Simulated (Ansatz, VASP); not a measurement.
## CdS: VASP beside Ansatz

File INCAR:

```
  PREC = Accurate
  ENCUT = 520
  EDIFF = 1E-6
  ISMEAR = -1
  SIGMA = 0.05
  LREAL = False
  LASPH = True
  NELM = 60
  ALGO = Normal
  ISIF = 2
  LWAVE = False
  LCHARG = True
  GGA = PS
  LELF = True
  LVHAR = True
  NBANDS = 16
```

File KPOINTS:

```
Automatic mesh
0
Gamma
  8 8 8
```

Contents of POSCAR:

```
CdS
1.0
    0.0000000000      2.6970395763      2.6970395763
    2.6970395763      0.0000000000      2.6970395763
    2.6970395763      2.6970395763      0.0000000000
Cd S
1 1
Direct
    0.0000000000      0.0000000000      0.0000000000
    0.5000000000      0.5000000000      0.5000000000
```

The input input.yaml:

```yaml
crystal:
  lattice:
    - [0.0, 2.6970395763, 2.6970395763]
    - [2.6970395763, 0.0, 2.6970395763]
    - [2.6970395763, 2.6970395763, 0.0]
  atoms:
    - { symbol: Cd, position: [0.0, 0.0, 0.0] }
    - { symbol: S, position: [0.5, 0.5, 0.5] }
kpoints:
  mp_grid: { grid: [8, 8, 8] }
scf:
  occupations: { method: fermi_dirac, width: 0.05 }
hamiltonian:
  xc: pbesol
  pseudopotentials: { kind: all_electron, lapw: { basis_error: 0.001 } }
output:
  forces: true
  stress: true
  eigenvalues: true
```

Change from the starting cell: volume scaled by 0.94.

Alike in both runs: task single point; functional PBEsol; k mesh 8 × 8 × 8; occupations fermi-dirac, width 0.05 eV; no spin polarisation.

```csv
,VASP,Ansatz
version,VASP 6.6.1,Ansatz 0.2.0
potentials or method,"VASP PAW PBE potentials, release 64 (Cd, S), cutoff 520 eV","all-electron LAPW, scalar-relativistic"
```

Ansatz gave:

* pressure (GPa): 0.2

Task: What did VASP give for the same quantities?

Result: Pressure (GPa): 0.7.

VASP's potentials were made for PBE, not for PBEsol. Ansatz ran all-electron here, and VASP with PAW potentials.
